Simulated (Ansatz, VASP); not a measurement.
## ZnS in VASP and in Ansatz

```
CELL_PARAMETERS angstrom
0.00000 2.58544 2.58544
2.58544 0.00000 2.58544
2.58544 2.58544 0.00000
ATOMIC_POSITIONS crystal
S 0.00000 0.00000 0.00000
Zn 0.50000 0.50000 0.50000
```

Alike in both runs: task single point; functional PBE; k mesh 12 × 12 × 12; occupations gaussian, width 0.05 eV; no spin polarisation.

|  | VASP | Ansatz |
| --- | --- | --- |
| version | VASP 6.6.1 | Ansatz 0.2.0 |
| potentials or method | VASP PAW PBE potentials, release 64 (S, Zn), cutoff 520 eV | scalar-relativistic, plane waves, PAW |
| valence electrons in the cell | 18 | 18 |

Ansatz gave:

```
gap on the k mesh at the Fermi level (eV) : none
pressure (GPa)                            : -3.1
```

Q: What did VASP give for the same quantities?

A: gap on the k mesh at the Fermi level (eV): none; pressure (GPa): -3.0.

A gap of «none» marks a metal or a gap that the smearing closes.
